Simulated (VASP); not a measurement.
MnO:

```xyz
2
Lattice="0.0000 2.2386 2.2386 2.2386 0.0000 2.2386 2.2386 2.2386 0.0000" Properties=species:S:1:pos:R:3 pbc="T T T"
Mn    0.0000    0.0000    0.0000
O     2.2386    2.2386    2.2386
```

Program: VASP 6.6.1. Alike in all runs: task single point; potentials or basis VASP PAW PBE potentials, release 64 (Mn_pv, O); spin collinear, ferromagnetic start; cell as given; k mesh 10 × 10 × 10; cutoff (eV) 520; smearing fermi-dirac 0.05 eV.

Q: Order these runs on this cell by their pressure, lowest first.
A. level r2SCAN+D4
B. level revPBE
C. level PBEsol+D4

A: C (-11.0 GPa), A (-3.8 GPa), B (1.9 GPa).

Caveats: the PAW data sets were made with another functional, which shifts forces and pressure a little; a cell with one magnetic atom can't hold antiferromagnetic order, which such compounds often take; the cell stands under tension (at least some runs).
